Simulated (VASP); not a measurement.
# Mo (Im-3m) in VASP: single point with LDA

Aim: the single point of Mo with LDA.

Everything below comes from runs of VASP 6.6.1. Logs are shortened: lines on timing, memory, paths and dates and some standing lists are left out, and cuts for length are marked.

## 1. The cell of the first run

The structure is cubic, space group Im-3m (No. 229). Conventional cell: a = 3.111 Å, b = 3.111 Å, c = 3.111 Å, α = 90.00°, β = 90.00°, γ = 90.00°. Mo (site symmetry m-3m) has 14 Mo at 2.69 to 3.11 Å within 3.6 Å.

## 2. Single point, LDA

INCAR reads:

```
SYSTEM = Mo
PREC = Accurate
ENCUT = 520
EDIFF = 1E-7
ISMEAR = 0
SIGMA = 0.1
LREAL = .FALSE.
LASPH = .TRUE.
NELM = 60
ALGO = Normal
ISIF = 2
LWAVE = .FALSE.
LCHARG = .TRUE.
GGA = CA
LELF = .TRUE.
LVHAR = .TRUE.
NBANDS = 13
```

KPOINTS reads:

```
Automatic mesh
0
G
  18 18 18
  0 0 0
```

POSCAR reads:

```
Mo
1.0
   -1.5556839031      1.5556839031      1.5556839031
    1.5556839031     -1.5556839031      1.5556839031
    1.5556839031      1.5556839031     -1.5556839031
Mo
1
Direct
    0.0000000000      0.0000000000      0.0000000000
```

Potentials or basis: VASP PAW LDA potentials, release 64 (Mo_sv).

Command:

```
$ cat potpaw_LDA.64/Mo_sv/POTCAR > POTCAR
$ mpirun -np 1 vasp_std > vasp.out
```

OUTCAR:

```text
SYSTEM = Mo
   PREC = Accurate
   ENCUT = 520
   EDIFF = 1E-7
   ISMEAR = 0
   LREAL = .FALSE.
   LASPH = .TRUE.
   NELM = 60
   ISIF = 2
   GGA = CA

 ion  position               nearest neighbor table
   1  0.000  0.000  0.000-

  LATTYP: Found a body centered cubic cell.
 ALAT       =     3.1113678062

  Lattice vectors:

 A1 = (  -1.5556839031,   1.5556839031,   1.5556839031)
 A2 = (   1.5556839031,  -1.5556839031,   1.5556839031)
 A3 = (   1.5556839031,   1.5556839031,  -1.5556839031)

Analysis of symmetry for initial positions (statically):
=====================================================================
 Subroutine PRICEL returns:
 Original cell was already a primitive cell.

 Routine SETGRP: Setting up the symmetry group for a
 body centered cubic supercell.

 Subroutine GETGRP returns: Found 48 space group operations
 (whereof 48 operations were pure point group operations)
 out of a pool of 48 trial point group operations.

The static configuration has the point symmetry O_h .

Analysis of symmetry for dynamics (positions and initial velocities):
=====================================================================
 Subroutine PRICEL returns:
 Original cell was already a primitive cell.

 Routine SETGRP: Setting up the symmetry group for a
 body centered cubic supercell.

 Subroutine GETGRP returns: Found 48 space group operations
 (whereof 48 operations were pure point group operations)
 out of a pool of 48 trial point group operations.

The dynamic configuration has the point symmetry O_h .

 Subroutine INISYM returns: Found 48 space group operations
 (whereof 48 operations are pure point group operations),
 and found     1 'primitive' translations

----------------------------------------------------------------------------------------

                                     Primitive cell

  volume of cell :      15.0600

  direct lattice vectors                    reciprocal lattice vectors
    -1.555683903  1.555683903  1.555683903     0.000000000  0.321402053  0.321402053
     1.555683903 -1.555683903  1.555683903     0.321402053  0.000000000  0.321402053
     1.555683903  1.555683903 -1.555683903     0.321402053  0.321402053  0.000000000

  length of vectors
     2.694523561  2.694523561  2.694523561     0.454531142  0.454531142  0.454531142

  position of ions in fractional coordinates (direct lattice)
     0.000000000  0.000000000  0.000000000

  ion indices of the primitive-cell ions
   primitive index   ion index
[... 75 lines left out ...]
   EDIFFG = 0.1E-05   stopping-criterion for IOM
   NSW    =      0    number of steps for IOM
   IBRION =     -1    ionic relax: 0-MD 1-quasi-New 2-CG
   NFREE  =      0    steps in history (QN), initial steepest desc. (CG)
   ISIF   =      2    stress and relaxation
   ISYM   =      2    0-nonsym 1-usesym 2-fastsym
   POTIM  = 0.5000    time-step for ionic-motion
   TEBEG  =    0.0;   TEEND  =   0.0 temperature during run
   PSTRESS=    0.0 pullay stress
   NELECT =      14.0000    total number of electrons
   NUPDOWN=      -1.0000    fix difference up-down
   EMIN   =  10.00;   EMAX   =-10.00  energy-range for DOS
   EFERMI =   0.00;   METHOD = LEGACY
   ISMEAR =     0;   SIGMA  =   0.10  broadening in eV -4-tet -1-fermi 0-gaus
   EFERMI_NEDOS =   21; number of points for ismear=-14 and -15
   IALGO  =     38    algorithm
   IMIX   =      4    mixing-type and parameters
     AMIX     =   0.40;   BMIX     =  1.00
     AMIX_MAG =   1.60;   BMIX_MAG =  1.00
  volume/ion in A,a.u.               =      15.06       101.63
  Fermi-wavevector in a.u.,A,eV,Ry     =   1.597752  3.019314 34.733127  2.552813
  Thomas-Fermi vector in A             =   2.695309
   LORBIT       =      0    0 simple, 1 ext, 2 COOP (PROOUT), +10 PAW based schemes
   GGA     = CA    functional components
   LHFCALC =     F    Hartree Fock is set to
   AEXX    =    0.0000 exact exchange contribution
   IVDW    =     0    specifies the selected vdW correction
   LEPSILON=     F    determine dielectric tensor
   LRPA    =     F    only Hartree local field effects (RPA)
 non-spin polarized calculation
 Gauss-broadening in eV      SIGMA  =   0.10
  energy-cutoff  :      520.00
  volume of cell :       15.06
 maximum number of plane-waves:       420
   NGX =  9   NGY =  9   NGZ =  9

 number of electron      13.9999996 magnetization

 Free energy of the ion-electron system (eV)
  ---------------------------------------------------
  ext. energy  EPLUGINS =         0.00000000
  ---------------------------------------------------
  free energy    TOTEN  =       -12.13023283 eV

  energy without entropy =      -12.12811685  energy(sigma->0) =      -12.12917484

 E-fermi :  13.1112     XC(G=0): -13.8130

 val. band max:       13.0975338187   @ k =  -0.3889   0.4444   0.2778
 cond. band min:      13.1573758358   @ k =  -0.3333   0.3889   0.2778
 fundamental gap:      0.0598420171
 Fermi energy:        13.1111646746

 k-point     1 :       0.0000    0.0000    0.0000
  band No.  band energies     occupation
      1     -47.8689      2.00000
      2     -21.2165      2.00000
      3     -21.2165      2.00000
      4     -21.2165      2.00000
      5       5.7341      2.00000
      6      11.6287      2.00000
      7      11.6287      2.00000
      8      11.6287      2.00000
      9      14.7713      0.00000
     10      14.7713      0.00000
     11      27.9560      0.00000
     12      27.9560      0.00000
     13      27.9560      0.00000
[... 354 lines left out ...]
  band No.  band energies     occupation
      1     -47.5537      2.00000
      2     -22.7154      2.00000
      3     -21.7682      2.00000
      4     -21.3011      2.00000
      5       7.9521      2.00000
      6       9.6552      2.00000
      7      13.1665      0.43429
      8      14.6990      0.00000
      9      15.9164      0.00000
     10      18.7919      0.00000
     11      25.2722      0.00000
     12      26.0652      0.00000
     13      30.5216      0.00000

 [... further k-points ...]
[... 5 lines left out ...]
  --------------------------------------------------------------------------------------
  -------------------------------------------------------------------------------------
  Total        0.1142418      0.1142418      0.1142418     -0.0000000      0.0000000      0.0000000
  in kB       12.1537865     12.1537865     12.1537865     -0.0000000      0.0000000      0.0000000
  external PRESSURE =      12.1537865 kB  Pullay stress =       0.0000000 kB

 VOLUME and BASIS-vectors are now :
 -----------------------------------------------------------------------------
  energy-cutoff  :      520.00
  volume of cell :       15.06
      direct lattice vectors                 reciprocal lattice vectors
    -1.555683903  1.555683903  1.555683903     0.000000000  0.321402053  0.321402053
     1.555683903 -1.555683903  1.555683903     0.321402053  0.000000000  0.321402053
     1.555683903  1.555683903 -1.555683903     0.321402053  0.321402053  0.000000000

 POSITION                                       TOTAL-FORCE (eV/Angst)
 -----------------------------------------------------------------------------------
      0.00000      0.00000      0.00000         0.000000     -0.000000      0.000000
 -----------------------------------------------------------------------------------
    total drift:                                0.000000      0.000000      0.000000

  FREE ENERGIE OF THE ION-ELECTRON SYSTEM (eV)
  ---------------------------------------------------
  free  energy   TOTEN  =       -12.1302328330 eV

  energy  without entropy=      -12.1281168542  energy(sigma->0) =      -12.12917484
```

stdout:

```text
POSCAR found type information on POSCAR Mo
 POSCAR found :  1 types and       1 ions
 scaLAPACK will be used
 LDA part: xc-table for (Slater(with rela. corr.)+CA(PZ))
 , standard interpolation
 POSCAR, INCAR and KPOINTS ok, starting setup
 FFT: planning ... GRIDC
 FFT: planning ... GRID_SOFT
 FFT: planning ... GRID
 WAVECAR not read
 entering main loop
```

Wall time 24 s (1 thread of Intel Xeon Platinum 8375C at 2.90GHz (Ice Lake), shared host); peak memory 0.14 GiB.

Results:

- Free energy: -12.1302 eV
- Pressure: 1.2 GPa
- Band gap on the k mesh: zero (bands 7 and 8 overlap by 5.67 eV)

The gap in the log of VASP goes by the Fermi energy; the results here count the filled bands.